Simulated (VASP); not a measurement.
Crystal: AlB2P3.

```
Al B P
1.0
     3.48407    0.00000    0.00000
    -1.74204    3.01729    0.00000
     0.00000    0.00000   17.34238
Al B P
2 4 6
Direct
  0.66667 0.33333 0.50014
  0.33333 0.66667 0.00014
  0.66667 0.33333 0.16680
  0.66667 0.33333 0.83347
  0.33333 0.66667 0.33347
  0.33333 0.66667 0.66680
  0.66667 0.33333 0.29153
  0.66667 0.33333 0.62486
  0.66667 0.33333 0.95820
  0.33333 0.66667 0.12486
  0.33333 0.66667 0.45820
  0.33333 0.66667 0.79153
```

| Quantity | Value |
| --- | --- |
| Program | VASP 6.6.1 |
| Task | relaxation of cell and atoms |
| Functional | PBE |
| Potentials or basis | VASP PAW PBE potentials, release 64 (Al, B, P) |
| Cutoff | 600 eV |
| k mesh | 6 × 6 × 1 |
| Occupations | gaussian, width 0.1 eV |
| Spin | no spin polarisation |

At the start: pressure 0.7 GPa; volume 15.19 Å³/atom.

Where does the relaxation end?

Over 10 steps the energy falls by 215.0 meV/atom and the volume is 14.52 Å³/atom (-4.4 %); space group P6_3mc (No. 186, to 0.05 Å).

Step by step:
```tsv
step	energy change (eV)	largest force (eV/Å)	pressure (GPa)	volume (Å³)
1	0.0000	4.3359	0.68	182.31
2	-1.9074	1.6325	-4.24	184.02
3	-1.9207	1.7385	-4.49	184.18
4	-2.4705	0.8625	1.30	173.17
5	-2.4799	0.8192	2.26	171.64
6	-2.5443	0.5218	-0.24	174.32
7	-2.5761	0.1639	0.60	173.32
8	-2.5785	0.0937	-0.35	174.69
9	-2.5795	0.0505	-0.02	174.20
10	-2.5797	0.0169	0.03	174.21
```

Final structure:
```yaml
crystal:
  lattice:
    - [3.39659, 0.00000, 0.00000]
    - [-1.69830, 2.94153, 0.00000]
    - [0.00000, 0.00000, 17.43618]
  atoms:
    - { symbol: Al, position: [0.66667, 0.33333, 0.50245] }
    - { symbol: Al, position: [0.33333, 0.66667, 0.00245] }
    - { symbol: B, position: [0.66667, 0.33333, 0.17575] }
    - { symbol: B, position: [0.66667, 0.33333, 0.82671] }
    - { symbol: B, position: [0.33333, 0.66667, 0.32671] }
    - { symbol: B, position: [0.33333, 0.66667, 0.67575] }
    - { symbol: P, position: [0.66667, 0.33333, 0.29050] }
    - { symbol: P, position: [0.66667, 0.33333, 0.63940] }
    - { symbol: P, position: [0.66667, 0.33333, 0.94020] }
    - { symbol: P, position: [0.33333, 0.66667, 0.13940] }
    - { symbol: P, position: [0.33333, 0.66667, 0.44020] }
    - { symbol: P, position: [0.33333, 0.66667, 0.79050] }
```
